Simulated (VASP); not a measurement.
# AlCu3 (Pm-3m) in VASP: further runs, part 2 of 2

VASP 6.6.1.

### 3 Single point, PBEsol

This run uses another cell than the first one, of 11.97 Å³/atom.

Input file INCAR:

```
ALGO = Normal
EDIFF = 1E-6
ENCUT = 600
GGA = PS
GGA_COMPAT = False
ISIF = 2
ISMEAR = 1
LASPH = True
LCHARG = True
LELF = True
LREAL = False
LVHAR = True
LWAVE = False
NBANDS = 26
NELM = 120
PREC = Accurate
SIGMA = 0.1
```

Input file KPOINTS:

```
k-points
0
Gamma
  7 7 7
```

Input file POSCAR:

```
AlCu3
1.0
    3.6312443927      0.0000000000      0.0000000000
    0.0000000000      3.6312443927      0.0000000000
    0.0000000000      0.0000000000      3.6312443927
Al Cu
1 3
Direct
    0.0000000000      0.0000000000      0.0000000000
    0.0000000000      0.5000000000      0.5000000000
    0.5000000000      0.0000000000      0.5000000000
    0.5000000000      0.5000000000      0.0000000000
```

Potentials or basis: VASP PAW PBE potentials, release 64 (Al, Cu).

Command:

```console
cat potpaw_PBE.64/Al/POTCAR potpaw_PBE.64/Cu/POTCAR > POTCAR
mpirun -np 1 vasp_std > vasp.out
```

OUTCAR:

```text
EDIFF = 1E-6
   ENCUT = 600
   GGA = PS
   ISIF = 2
   ISMEAR = 1
   LASPH = True
   LREAL = False
   NELM = 120
   PREC = Accurate

 ion  position               nearest neighbor table
   1  0.000  0.000  0.000-   2 2.57   3 2.57   4 2.57   2 2.57   3 2.57   2 2.57   4 2.57   2 2.57
                             3 2.57   4 2.57   3 2.57   4 2.57
   2  0.000  0.500  0.500-   1 2.57   3 2.57   4 2.57   1 2.57   4 2.57   1 2.57   3 2.57   1 2.57
                             3 2.57   4 2.57   4 2.57   3 2.57
   3  0.500  0.000  0.500-   1 2.57   2 2.57   4 2.57   1 2.57   4 2.57   2 2.57   4 2.57   4 2.57
                             1 2.57   2 2.57   1 2.57   2 2.57
   4  0.500  0.500  0.000-   1 2.57   2 2.57   3 2.57   2 2.57   3 2.57   1 2.57   3 2.57   3 2.57
                             1 2.57   2 2.57   2 2.57   1 2.57

  LATTYP: Found a simple cubic cell.
 ALAT       =     3.6312443927

  Lattice vectors:

 A1 = (   3.6312443927,   0.0000000000,   0.0000000000)
 A2 = (   0.0000000000,   3.6312443927,   0.0000000000)
 A3 = (   0.0000000000,   0.0000000000,   3.6312443927)

Analysis of symmetry for initial positions (statically):
=====================================================================
 Subroutine PRICEL returns:
 Original cell was already a primitive cell.

 Routine SETGRP: Setting up the symmetry group for a
 simple cubic supercell.

 Subroutine GETGRP returns: Found 48 space group operations
 (whereof 48 operations were pure point group operations)
 out of a pool of 48 trial point group operations.

The static configuration has the point symmetry O_h .

Analysis of symmetry for dynamics (positions and initial velocities):
=====================================================================
 Subroutine PRICEL returns:
 Original cell was already a primitive cell.

 Routine SETGRP: Setting up the symmetry group for a
 simple cubic supercell.

 Subroutine GETGRP returns: Found 48 space group operations
 (whereof 48 operations were pure point group operations)
 out of a pool of 48 trial point group operations.

The dynamic configuration has the point symmetry O_h .

 Subroutine INISYM returns: Found 48 space group operations
 (whereof 48 operations are pure point group operations),
 and found     1 'primitive' translations

----------------------------------------------------------------------------------------

                                     Primitive cell

  volume of cell :      47.8814

  direct lattice vectors                    reciprocal lattice vectors
     3.631244393  0.000000000  0.000000000     0.275387689  0.000000000  0.000000000
     0.000000000  3.631244393  0.000000000     0.000000000  0.275387689  0.000000000
     0.000000000  0.000000000  3.631244393     0.000000000  0.000000000  0.275387689

  length of vectors
     3.631244393  3.631244393  3.631244393     0.275387689  0.275387689  0.275387689

  position of ions in fractional coordinates (direct lattice)
     0.000000000  0.000000000  0.000000000
     0.000000000  0.500000000  0.500000000
     0.500000000  0.000000000  0.500000000
     0.500000000  0.500000000  0.000000000

  ion indices of the primitive-cell ions
[... 28 lines left out ...]
 ===========================================

 Found     20 irreducible k-points:

 Following reciprocal coordinates:
            Coordinates               Weight
  0.000000  0.000000  0.000000      1.000000
  0.142857  0.000000  0.000000      6.000000
  0.285714  0.000000  0.000000      6.000000
  0.428571  0.000000  0.000000      6.000000
  0.142857  0.142857  0.000000     12.000000
  0.285714  0.142857  0.000000     24.000000
[... 12 lines left out ...]
  0.428571  0.428571  0.285714     24.000000
  0.428571  0.428571  0.428571      8.000000
   k-points           NKPTS =     20   k-points in BZ     NKDIM =     20   number of bands    NBANDS=     26
   number of dos      NEDOS =    301   number of ions     NIONS =      4
   total plane-waves  NPLWV =  27000
   dimension x,y,z NGX =    30 NGY =   30 NGZ =   30
   dimension x,y,z NGXF=    60 NGYF=   60 NGZF=   60
   ions per type =               1   3
   NGX,Y,Z   is equivalent  to a cutoff of  13.73, 13.73, 13.73 a.u.
   NGXF,Y,Z  is equivalent  to a cutoff of  27.47, 27.47, 27.47 a.u.
 SYSTEM =  unknown system
   PREC   = accura    normal or accurate (medium, high low for compatibility)
   ISTART =      0    job   : 0-new  1-cont  2-samecut
   ICHARG =      2    charge: 1-file 2-atom 10-const
   ISPIN  =      1    spin polarized calculation?
   LNONCOLLINEAR =      F non collinear calculations
   LSORBIT =      F    spin-orbit coupling
   LASPH  =      T    aspherical Exc in radial PAW
   ENCUT  =  600.0 eV  44.10 Ry    6.64 a.u.   7.25  7.25  7.25*2*pi/ulx,y,z
   NELM   =    120;   NELMIN=  2; NELMDL= -5     # of ELM steps
   EDIFF  = 0.1E-05   stopping-criterion for ELM
   LREAL  =      F    real-space projection
   EDIFFG = 0.1E-04   stopping-criterion for IOM
   NSW    =      0    number of steps for IOM
   IBRION =     -1    ionic relax: 0-MD 1-quasi-New 2-CG
   NFREE  =      0    steps in history (QN), initial steepest desc. (CG)
   ISIF   =      2    stress and relaxation
   ISYM   =      2    0-nonsym 1-usesym 2-fastsym
   POTIM  = 0.5000    time-step for ionic-motion
   TEBEG  =    0.0;   TEEND  =   0.0 temperature during run
   PSTRESS=    0.0 pullay stress
   NELECT =      36.0000    total number of electrons
   NUPDOWN=      -1.0000    fix difference up-down
   EMIN   =  10.00;   EMAX   =-10.00  energy-range for DOS
   EFERMI =   0.00;   METHOD = LEGACY
   ISMEAR =     1;   SIGMA  =   0.10  broadening in eV -4-tet -1-fermi 0-gaus
   EFERMI_NEDOS =   21; number of points for ismear=-14 and -15
   IALGO  =     38    algorithm
   IMIX   =      4    mixing-type and parameters
     AMIX     =   0.40;   BMIX     =  1.00
     AMIX_MAG =   1.60;   BMIX_MAG =  1.00
  volume/ion in A,a.u.               =      11.97        80.78
  Fermi-wavevector in a.u.,A,eV,Ry     =   1.488630  2.813103 30.150785  2.216020
  Thomas-Fermi vector in A             =   2.601641
   LORBIT       =      0    0 simple, 1 ext, 2 COOP (PROOUT), +10 PAW based schemes
   GGA     = PS    functional components
   LHFCALC =     F    Hartree Fock is set to
   AEXX    =    0.0000 exact exchange contribution
   IVDW    =     0    specifies the selected vdW correction
   LEPSILON=     F    determine dielectric tensor
   LRPA    =     F    only Hartree local field effects (RPA)
 non-spin polarized calculation
 Methfessel and Paxton  Order N= 1 SIGMA  =   0.10
  energy-cutoff  :      600.00
  volume of cell :       47.88
 maximum number of plane-waves:      1608
 NGX is ok and might be reduce to    30
   NGX = 15   NGY = 15   NGZ = 15

 number of electron      35.9999978 magnetization

 Free energy of the ion-electron system (eV)
  ---------------------------------------------------
  ext. energy  EPLUGINS =         0.00000000
  ---------------------------------------------------
  free energy    TOTEN  =       -17.81325601 eV

  energy without entropy =      -17.81232145  energy(sigma->0) =      -17.81294449

 E-fermi :   8.7324     XC(G=0): -12.5041

 val. band max:        8.3649822564   @ k =   0.4286   0.2857   0.2857
 cond. band min:       8.7674070508   @ k =   0.2857   0.1429   0.0000
 fundamental gap:      0.4024247944
 Fermi energy:         8.7323568866

 k-point     1 :       0.0000    0.0000    0.0000
  band No.  band energies     occupation
      1      -2.0940      2.00000
      2       3.2036      2.00000
      3       3.7756      2.00000
      4       3.7756      2.00000
      5       4.0487      2.00000
      6       4.0487      2.00000
[... 569 lines left out ...]
     25      23.7766      0.00000
     26      25.1998      0.00000

------------------------ aborting loop because EDIFF is reached ----------------------------------------

  FORCE on cell =-STRESS in cart. coord.  units (eV):
  Direction    XX          YY          ZZ          XY          YZ          ZX
  --------------------------------------------------------------------------------------
  -------------------------------------------------------------------------------------
  Total        0.1594455      0.1594455      0.1594455     -0.0000000     -0.0000000      0.0000000
  in kB        5.3352705      5.3352705      5.3352705     -0.0000000     -0.0000000      0.0000000
  external PRESSURE =       5.3352705 kB  Pullay stress =       0.0000000 kB

 VOLUME and BASIS-vectors are now :
 -----------------------------------------------------------------------------
  energy-cutoff  :      600.00
  volume of cell :       47.88
      direct lattice vectors                 reciprocal lattice vectors
     3.631244393  0.000000000  0.000000000     0.275387689  0.000000000  0.000000000
     0.000000000  3.631244393  0.000000000     0.000000000  0.275387689  0.000000000
     0.000000000  0.000000000  3.631244393     0.000000000  0.000000000  0.275387689

 POSITION                                       TOTAL-FORCE (eV/Angst)
 -----------------------------------------------------------------------------------
      0.00000      0.00000      0.00000         0.000000      0.000000      0.000000
      0.00000      1.81562      1.81562         0.000000      0.000000      0.000000
      1.81562      0.00000      1.81562         0.000000      0.000000      0.000000
      1.81562      1.81562      0.00000         0.000000      0.000000      0.000000
 -----------------------------------------------------------------------------------
    total drift:                                0.000000      0.000000     -0.000000

  FREE ENERGIE OF THE ION-ELECTRON SYSTEM (eV)
  ---------------------------------------------------
  free  energy   TOTEN  =       -17.8132560146 eV

  energy  without entropy=      -17.8123214525  energy(sigma->0) =      -17.81294449
```

Wall time 24 s (1 thread of Intel Xeon Platinum 8375C at 2.90GHz (Ice Lake), shared host); peak memory 0.18 GiB.

Results:

```
Free energy            : -17.8133 eV
Pressure               : 0.5 GPa
Band gap on the k mesh : zero (bands 18 and 19 overlap by 4.61 eV)
```

Caveat: the PAW data sets were made with another functional, which shifts forces and pressure a little.

### 4 Single point, PBEsol

This run uses another cell than the first one, of 16.46 Å³/atom.

Input file INCAR:

```
ALGO     = Normal         # electronic algorithm
EDIFF    = 1E-6           # SCF threshold, eV
ENCUT    = 600            # plane-wave cutoff, eV
GGA      = PS             # functional
GGA_COMPAT= F            
ISIF     = 2              # what is computed and relaxed
ISMEAR   = 1              # smearing method
LASPH    = T              # aspherical terms in the spheres
LCHARG   = F              # write CHGCAR
LREAL    = F              # projectors in reciprocal space
LWAVE    = F              # write WAVECAR
NBANDS   = 26             # bands
NELM     = 120            # most SCF steps
PREC     = Accurate       # precision mode
SIGMA    = 0.1            # smearing width, eV
```

KPOINTS is that of step 3.

Input file POSCAR:

```
AlCu3
1.0
    4.0382680274      0.0000000000      0.0000000000
    0.0000000000      4.0382680274      0.0000000000
    0.0000000000      0.0000000000      4.0382680274
Al Cu
1 3
Direct
    0.0000000000      0.0000000000      0.0000000000
    0.5000000000      0.0000000000      0.0000000000
    0.0000000000      0.0000000000      0.5000000000
    0.0000000000      0.5000000000      0.0000000000
```

Command:

```console
cat potpaw_PBE.64/Al/POTCAR potpaw_PBE.64/Cu/POTCAR > POTCAR
mpirun -np 1 vasp_std > vasp.out
```

Wall time 30 s (1 thread of Intel Xeon Platinum 8375C at 2.90GHz (Ice Lake), shared host); peak memory 0.19 GiB.

Results (log left out):

```yaml
Free_energy: -10.2733 eV
Pressure: 30.3 GPa
Band_gap_on_the_k_mesh: zero (bands 18 and 19 overlap by 1.84 eV)
```

Levels at points of the mesh, in eV from the Fermi level:
```csv
k point,band 15,band 16,band 17,band 18,band 19,band 20,band 21,band 22
"(0.00, 0.00, 0.00)",-2.71,-2.26,-0.61,-0.61,-0.61,3.15,3.15,5.96
```

Caveat: the cell stands under pressure; the PAW data sets were made with another functional, which shifts forces and pressure a little.

### 5 Summary

```csv
cell,gap on the mesh (eV),pressure (GPa)
"a = 3.563 Å, 4 atoms, atomic positions A",none,10.4
"a = 3.631 Å, 4 atoms, atomic positions A",none,0.5
"a = 4.038 Å, 4 atoms, atomic positions B",none,30.3
```

Alike in all rows: task single point; level PBEsol; potentials or basis VASP PAW PBE potentials, release 64 (Al, Cu); no spin polarisation; k mesh 7 × 7 × 7; cutoff (eV) 600; smearing methfessel-paxton 0.1 eV.

Caveats: the PAW data sets were made with another functional, which shifts forces and pressure a little; the cell stands under pressure (at least some runs).

Total energies depend on the potentials used, so only differences within one code and one set of settings carry meaning.

The gap in the log of VASP goes by the Fermi energy; the results here count the filled bands.